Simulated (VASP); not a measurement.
# Si2W (P6_222) in VASP: a series of runs, part 2 of 2

VASP 6.6.1.

## Step 3: Single point, PBE

This run uses another cell than the first one, of the same volume but with other edges.

File INCAR:

```
  PREC = Accurate
  ENCUT = 520
  EDIFF = 1E-7
  ISMEAR = 0
  SIGMA = 0.03
  LREAL = False
  LASPH = True
  NELM = 100
  ALGO = Normal
  ISIF = 2
  LWAVE = False
  LCHARG = False
  GGA = PE
  NBANDS = 43
```

File KPOINTS:

```
Automatic mesh
0
Gamma
  9 9 6
```

File POSCAR:

```
Si2W
1.0
    4.7172346901      0.0000000000      0.0000000000
   -2.3586173451      4.0852450772      0.0000000000
    0.0000000000      0.0000000000      6.3602475327
Si W
6 3
Direct
    0.8238313095      0.6476626189      0.5000000000
    0.1761686905      0.8238313095      0.8333333333
    0.6476626189      0.8238313095      0.1666666667
    0.1761686905      0.3523373811      0.5000000000
    0.8238313095      0.1761686905      0.8333333333
    0.3523373811      0.1761686905      0.1666666667
    0.0000000000      0.5000000000      0.1666666667
    0.5000000000      0.5000000000      0.8333333333
    0.5000000000      0.0000000000      0.5000000000
```

Potentials or basis: VASP PAW PBE potentials, release 64 (Si, W_sv).

Run with:

```sh
cat potpaw_PBE.64/Si/POTCAR potpaw_PBE.64/W_sv/POTCAR > POTCAR
mpirun -np 1 vasp_std > vasp.out
```

OUTCAR:

```text
PREC = Accurate
   ENCUT = 520
   EDIFF = 1E-7
   ISMEAR = 0
   LREAL = False
   LASPH = True
   NELM = 100
   ISIF = 2
   GGA = PE

 ion  position               nearest neighbor table
   1  0.824  0.648  0.500-   7 2.50   8 2.50   2 2.56   3 2.56   9 2.65   4 2.65   4 2.65   9 2.76
                             9 2.76   4 2.88   6 3.07   5 3.07
   2  0.176  0.824  0.833-   9 2.50   7 2.50   1 2.56   6 2.56   8 2.65   5 2.65   5 2.65   8 2.76
                             8 2.76   5 2.88   4 3.07   3 3.07
[... 1336 lines left out ...]
  in kB      -20.6513608    -20.6513608    173.3685026      0.0000000     -0.0000000      0.0000000
  external PRESSURE =      44.0219270 kB  Pullay stress =       0.0000000 kB

 VOLUME and BASIS-vectors are now :
 -----------------------------------------------------------------------------
  energy-cutoff  :      520.00
  volume of cell :      122.57
      direct lattice vectors                 reciprocal lattice vectors
     4.717234690  0.000000000  0.000000000     0.211988605  0.122391678  0.000000000
    -2.358617345  4.085245077  0.000000000     0.000000000  0.244783356  0.000000000
     0.000000000  0.000000000  6.360247533     0.000000000  0.000000000  0.157226585

 POSITION                                       TOTAL-FORCE (eV/Angst)
 -----------------------------------------------------------------------------------
      2.35862      2.64586      3.18012        -0.000000      1.479790     -0.000000
     -1.11207      3.36555      5.30021        -1.281536      0.739895     -0.000000
      1.11207      3.36555      1.06004         1.281536      0.739895     -0.000000
     -0.00000      1.43938      3.18012         0.000000     -1.479790     -0.000000
      3.47069      0.71969      5.30021         1.281536     -0.739895     -0.000000
      1.24654      0.71969      1.06004        -1.281536     -0.739895     -0.000000
     -1.17931      2.04262      1.06004         0.000000     -0.000000      0.000000
      1.17931      2.04262      5.30021         0.000000      0.000000      0.000000
      2.35862      0.00000      3.18012         0.000000     -0.000000     -0.000000
 -----------------------------------------------------------------------------------
    total drift:                                0.000000     -0.000000      0.000000

  FREE ENERGIE OF THE ION-ELECTRON SYSTEM (eV)
  ---------------------------------------------------
  free  energy   TOTEN  =       -73.0316513994 eV

  energy  without entropy=      -73.0316513708  energy(sigma->0) =      -73.03165139
```

stdout:

```text
POSCAR found type information on POSCAR SiW
 POSCAR found :  2 types and       9 ions
 scaLAPACK will be used
 LDA part: xc-table for (Slater+PW92), standard interpolation
 POSCAR, INCAR and KPOINTS ok, starting setup
 FFT: planning ... GRIDC
 FFT: planning ... GRID_SOFT
 FFT: planning ... GRID
 WAVECAR not read
 entering main loop
```

Wall time 3 min (1 thread of Intel Xeon Platinum 8488C (Sapphire Rapids), shared host); peak memory 0.35 GiB.

What came out:

```yaml
Free_energy: -73.0317 eV
Pressure: 4.4 GPa
Largest_force: 1.480 eV/Å
Band_gap_on_the_k_mesh: 0.19 eV (least direct gap 0.39 eV)
```

Forces in eV/Å, atoms in the order of the input:
```
Si   0.000  1.480  0.000
Si  -1.282  0.740  0.000
Si   1.282  0.740  0.000
Si   0.000 -1.480  0.000
Si   1.282 -0.740  0.000
Si  -1.282 -0.740  0.000
W    0.000  0.000  0.000
W    0.000  0.000  0.000
W    0.000  0.000  0.000
```

Caveat: the stress differs along the axes, from -2 to 17 GPa; spin-orbit coupling is left out, which moves the levels of the heavy elements; forces of over 1 eV/Å act on the atoms, so gaps and moduli don't describe the material at rest.

## Step 4: Single point, PBE

This run uses another cell than the first one, of the same volume but with other edges.

File INCAR:

```
SYSTEM = Si2W
PREC = Accurate
ENCUT = 520
EDIFF = 1E-6
ISMEAR = 0
SIGMA = 0.03
LREAL = .FALSE.
LASPH = .TRUE.
NELM = 100
ALGO = Normal
ISIF = 2
LWAVE = .FALSE.
LCHARG = .FALSE.
GGA = PE
NBANDS = 43
```

File KPOINTS:

```
Automatic mesh
0
G
  9 9 6
  0 0 0
```

File POSCAR:

```
Si2W
1.0
    4.6907127290      0.0000000000      0.0000000000
   -2.3453563645      4.0622763851      0.0000000000
    0.0000000000      0.0000000000      6.4323743652
Si W
6 3
Direct
    0.8613670885      0.7227341769      0.5000000000
    0.1386329115      0.8613670885      0.8333333333
    0.7227341769      0.8613670885      0.1666666667
    0.1386329115      0.2772658231      0.5000000000
    0.8613670885      0.1386329115      0.8333333333
    0.2772658231      0.1386329115      0.1666666667
    0.0000000000      0.5000000000      0.1666666667
    0.5000000000      0.5000000000      0.8333333333
    0.5000000000      0.0000000000      0.5000000000
```

Run with:

```sh
cat potpaw_PBE.64/Si/POTCAR potpaw_PBE.64/W_sv/POTCAR > POTCAR
mpirun -np 1 vasp_std > vasp.out
```

Run time: 4.9 min. Hardware: 1 thread of Intel Xeon 8259CL, shared host; peak memory 0.35 GiB.

Results (log left out):

* Free energy: -71.5214 eV
* Pressure: 6.9 GPa
* Largest force: 4.018 eV/Å
* Band gap on the k mesh: zero (bands 33 and 34 overlap by 0.74 eV)

Forces on the atoms (eV/Å):
```
Si   0.000 -4.018  0.000
Si   3.479 -2.009  0.000
Si  -3.479 -2.009  0.000
Si   0.000  4.018  0.000
Si  -3.479  2.009  0.000
Si   3.479  2.009  0.000
W    0.000  0.000  0.000
W    0.000  0.000  0.000
W    0.000  0.000  0.000
```

Stress tensor (GPa, compression positive):
```
5.68 0.00 0.00
0.00 5.68 0.00
0.00 0.00 9.31
```

Levels at points of the mesh, in eV from the Fermi level:
```tsv
k point	band 31	band 32	band 33	band 34	band 35	band 36
(0.00, 0.00, 0.00)	-2.69	-1.44	-0.09	1.18	1.18	1.95
(0.00, 0.00, 0.50)	-2.01	0.00	0.00	1.66	1.66	2.04
```

Caveat: the cell stands under pressure; spin-orbit coupling is left out, which moves the levels of the heavy elements; forces of over 1 eV/Å act on the atoms, so gaps and moduli don't describe the material at rest.

## Step 5: Single point, PBE

This run uses another cell than the first one, of the same volume but with other edges.

File INCAR:

```
PREC     = Accurate       # precision mode
ENCUT    = 520            # plane-wave cutoff, eV
EDIFF    = 1E-6           # SCF threshold, eV
ISMEAR   = 0              # smearing method
SIGMA    = 0.03           # smearing width, eV
LREAL    = False          # projectors in reciprocal space
LASPH    = True           # aspherical terms in the spheres
NELM     = 80             # most SCF steps
ALGO     = Normal         # electronic algorithm
ISIF     = 2              # what is computed and relaxed
LWAVE    = False          # write WAVECAR
LCHARG   = True           # write CHGCAR
GGA      = PE             # functional
LELF     = True           # ELF
LVHAR    = True         
NBANDS   = 43             # bands
```

File KPOINTS:

```
regular mesh
0
Gamma
  9 9 6
```

File POSCAR:

```
Si2W
1.0
    4.7444861815      0.0000000000      0.0000000000
   -2.3722430908      4.1088455611      0.0000000000
    0.0000000000      0.0000000000      6.2873930878
Si W
6 3
Direct
    0.8488551621      0.6977103243      0.5000000000
    0.1511448379      0.8488551621      0.8333333333
    0.6977103243      0.8488551621      0.1666666667
    0.1511448379      0.3022896757      0.5000000000
    0.8488551621      0.1511448379      0.8333333333
    0.3022896757      0.1511448379      0.1666666667
    0.0000000000      0.5000000000      0.1666666667
    0.5000000000      0.5000000000      0.8333333333
    0.5000000000      0.0000000000      0.5000000000
```

Run with:

```sh
cat potpaw_PBE.64/Si/POTCAR potpaw_PBE.64/W_sv/POTCAR > POTCAR
mpirun -np 1 vasp_std > vasp.out
```

It took 4.6 min on 1 thread of Intel Xeon 8259CL, shared host; peak memory 0.36 GiB.

Results (log left out):

| Property | Result |
| --- | --- |
| Free energy | -72.9565 eV |
| Pressure | 3.5 GPa |
| Largest force | 1.514 eV/Å |
| Band gap on the k mesh | zero (bands 33 and 34 overlap by 0.25 eV) |

Forces on the atoms (eV/Å):
```
Si   0.000 -1.514  0.000
Si   1.311 -0.757  0.000
Si  -1.311 -0.757  0.000
Si   0.000  1.514  0.000
Si  -1.311  0.757  0.000
Si   1.311  0.757  0.000
W    0.000  0.000  0.000
W    0.000  0.000  0.000
W    0.000  0.000  0.000
```

Stress tensor (GPa, compression positive):
```
-3.09  0.00  0.00
 0.00 -3.09  0.00
 0.00  0.00 16.54
```

Levels at points of the mesh, in eV from the Fermi level:
```
           k point  band 29  band 30  band 31  band 32  band 33  band 34  band 35  band 36  band 37  band 38
(0.00, 0.00, 0.00)    -3.43    -3.40    -3.40    -2.41    -0.48     1.42     1.42     1.93     2.05     2.31
(0.00, 0.00, 0.50)    -3.48    -2.86    -2.86    -0.14    -0.14     1.85     1.85     2.09     2.09     2.12
```

Caveat: the stress differs along the axes, from -3 to 17 GPa; spin-orbit coupling is left out, which moves the levels of the heavy elements; forces of over 1 eV/Å act on the atoms, so gaps and moduli don't describe the material at rest.

## Step 6: Overview

| cell | gap on the mesh (eV) | pressure (GPa) | largest force (eV/Å) |
| --- | --- | --- | --- |
| a = 4.566, b = 4.566, c = 6.788 Å, angles 90.0, 90.0, 120.0°, 9 atoms, atomic positions A | 0.37 | 1.8 | 1.58 |
| a = 4.717, b = 4.717, c = 6.360 Å, angles 90.0, 90.0, 120.0°, 9 atoms, atomic positions A | 0.19 | 4.4 | 1.48 |
| a = 4.691, b = 4.691, c = 6.432 Å, angles 90.0, 90.0, 120.0°, 9 atoms, atomic positions B | none | 6.9 | 4.02 |
| a = 4.744, b = 4.744, c = 6.287 Å, angles 90.0, 90.0, 120.0°, 9 atoms, atomic positions C | none | 3.5 | 1.51 |

Alike in all rows: task single point; level PBE; potentials or basis VASP PAW PBE potentials, release 64 (Si, W_sv); no spin polarisation; k mesh 9 × 9 × 6; cutoff (eV) 520; smearing gaussian 0.03 eV.

Caveats: spin-orbit coupling is left out, which moves the levels of the heavy elements; forces of over 1 eV/Å act on the atoms, so gaps and moduli don't describe the material at rest; the stress differs along the axes, from -3 to 4 GPa (at least some runs); the stress differs along the axes, from -2 to 17 GPa (at least some runs); the cell stands under pressure (at least some runs); the stress differs along the axes, from -3 to 17 GPa (at least some runs).

Total energies depend on the potentials used, so only differences within one code and one set of settings carry meaning.
